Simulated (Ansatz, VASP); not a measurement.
## CdS: VASP beside Ansatz

```
CELL_PARAMETERS angstrom
0.00000 3.02640 3.14280
3.02640 0.00000 3.14280
3.02640 3.02640 0.00000
ATOMIC_POSITIONS crystal
Cd 0.00000 0.00000 0.00000
S 0.75000 0.75000 0.75000
```

Change from the starting cell: strain +0.040 along x and y, +0.080 along z, atoms carried along.

Alike in both runs: task single point; functional PBE; k mesh 8 × 8 × 8; occupations gaussian, width 0.05 eV; no spin polarisation.

```csv
,VASP,Ansatz
version,VASP 6.6.1,Ansatz 0.2.0
potentials or method,"VASP PAW PBE potentials, release 64 (Cd, S), cutoff 520 eV","scalar-relativistic, plane waves, PAW"
valence electrons in the cell,18,26
```

Ansatz gave:

```
gap on the k mesh at the Fermi level (eV)                     : 0.77
least direct gap on the mesh (eV)                             : 0.77
pressure (GPa)                                                : -4.3
traceless stress, the component that is largest in VASP (GPa) : -0.63
```

Q: What did VASP give for the same quantities?

A: gap on the k mesh at the Fermi level (eV): 0.77; least direct gap on the mesh (eV): 0.77; pressure (GPa): -4.1; traceless stress, the component that is largest in VASP (GPa): -0.63.

VASP's potentials hold 18 valence electrons a cell and Ansatz's 26, so a difference there can come from the potentials and not from the codes.
